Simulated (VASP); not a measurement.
## In: single point with PBE

In:

```
In
1.0
    -1.64299    1.57678    2.43209
     1.65802   -1.63180    2.47812
     1.65199    1.64080   -2.46824
In
1
Direct
  0.99147 0.00315 0.99997
```

- Program: VASP 6.6.1
- Task: single point
- Functional: PBE
- Potentials or basis: VASP PAW PBE potentials, release 64 (In_d)
- Cutoff: 520 eV
- k mesh: 14 × 13 × 16
- Occupations: gaussian, width 0.05 eV
- Spin: no spin polarisation
- Dipole correction: no
- Further INCAR settings: ALGO = Fast; EDIFF = 1e-07; NBANDS = 12

```
Pressure               : 2.0 GPa
Band gap on the k mesh : zero (an odd number of electrons rules out a gap without spin polarisation)
```

Stress tensor (GPa, compression positive):
```
 1.69 -0.14 -0.01
-0.14  2.50 -0.07
-0.01 -0.07  1.73
```

Levels at points of the mesh, in eV from the Fermi level:
```tsv
k point	band 2	band 3	band 4	band 5	band 6	band 7	band 8	band 9	band 10	band 11
(0.00, 0.00, 0.00)	-14.67	-14.63	-14.55	-14.46	-9.59	10.07	10.46	10.86	11.84	13.60
(0.50, 0.00, 0.00)	-14.69	-14.64	-14.36	-14.32	-4.01	-3.31	7.36	8.58	10.74	11.36
(0.00, 0.00, 0.50)	-14.80	-14.37	-14.34	-14.27	-2.07	-1.80	3.46	4.12	6.93	7.54
(0.50, 0.00, 0.50)	-14.73	-14.61	-14.36	-14.34	-4.46	-3.45	7.57	9.25	11.22	11.39
```

Wall time 4.3 min on 1 thread of Intel(R) Xeon(R) 6975P-C (Granite Rapids) (shared host), peak memory 0.52 GiB.

Caveat: spin-orbit coupling is left out, which moves the levels of the heavy elements.
